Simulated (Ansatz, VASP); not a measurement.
**Two plane-wave programs on Na3BPd**

Contents of INCAR:

```
ALGO = Normal ; EDIFF = 1E-6
ENCUT = 520 ; GGA = PE
ISIF = 2 ; ISMEAR = 0
ISPIN = 2 ; LASPH = T
LCHARG = F ; LMAXMIX = 4
LORBIT = 11 ; LREAL = F
LWAVE = F ; MAGMOM = 0 0 0 0 1
NBANDS = 29 ; NELM = 150
PREC = Accurate ; SIGMA = 0.1
```

File KPOINTS:

```
k-points
0
Gamma
  4 4 4
```

POSCAR

```
Na3BPd
1.0
    4.7542264389      0.0000000000      0.0000000000
    0.0000000000      6.1733814104      0.0000000000
    0.0000000000      0.0000000000      4.0200337934
Na B Pd
3 1 1
Direct
    0.5000000000      0.0000000000      0.7766997094
    0.0000000000      0.2802759879      0.2760476818
    0.0000000000      0.7197240121      0.2760476818
    0.5000000000      0.5000000000      0.2956556773
    0.5000000000      0.5000000000      0.7951787398
```

Input for Ansatz:

```yaml
crystal:
  lattice:
    - [4.7542264389, 0.0, 0.0]
    - [0.0, 6.1733814104, 0.0]
    - [0.0, 0.0, 4.0200337934]
  atoms:
    - { symbol: Na, position: [0.5, 0.0, 0.7766997094] }
    - { symbol: Na, position: [0.0, 0.2802759879, 0.2760476818] }
    - { symbol: Na, position: [0.0, 0.7197240121, 0.2760476818] }
    - { symbol: B, position: [0.5, 0.5, 0.2956556773] }
    - { symbol: Pd, position: [0.5, 0.5, 0.7951787398], spin: 1.0 }
basis:
  ecutwfc: 420
kpoints:
  mp_grid: { grid: [4, 4, 4] }
hamiltonian:
  xc: pbe
scf:
  occupations: { method: gaussian, width: 0.1 }
  lower_state_search: "off"
output:
  forces: true
  stress: true
  eigenvalues: true
  populations: true
magnetization:
  spin_polarized: true
```

Alike in both runs: task single point; functional PBE; k mesh 4 × 4 × 4; occupations gaussian, width 0.1 eV; collinear spin.

|  | VASP | Ansatz |
| --- | --- | --- |
| version | VASP 6.6.1 | Ansatz 0.2.0 |
| potentials or method | VASP PAW PBE potentials, release 64 (Na_pv, B, Pd), cutoff 520 eV | scalar-relativistic, plane waves, PAW |
| valence electrons in the cell | 34 | 48 |

|  | VASP | Ansatz | Ansatz less VASP |
| --- | --- | --- | --- |
| gap on the k mesh at the Fermi level (eV) | none | none | - |
| pressure (GPa) | -0.1 | -0.1 | -0.02 |
| traceless stress, the component that is largest in VASP (GPa) | -0.94 | -0.99 | -0.047 |
| rms of the force components (eV/Å) | 0.008 | 0.007 | -0.0006 |
| net moment per atom (μB) | 0.00 | 0.00 | -0.003 |

Atom by atom the forces differ by 0.001 eV/Å (rms over components). A gap of «none» marks a metal or a gap that the smearing closes. With one functional, cell and mesh, what is left measures potentials, basis and numerics. VASP's potentials hold 34 valence electrons a cell and Ansatz's 48, so a difference there can come from the potentials and not from the codes. Ansatz's warnings: seeded moment not kept.

The k mesh is coarse, so the values compare programs but aren't converged.
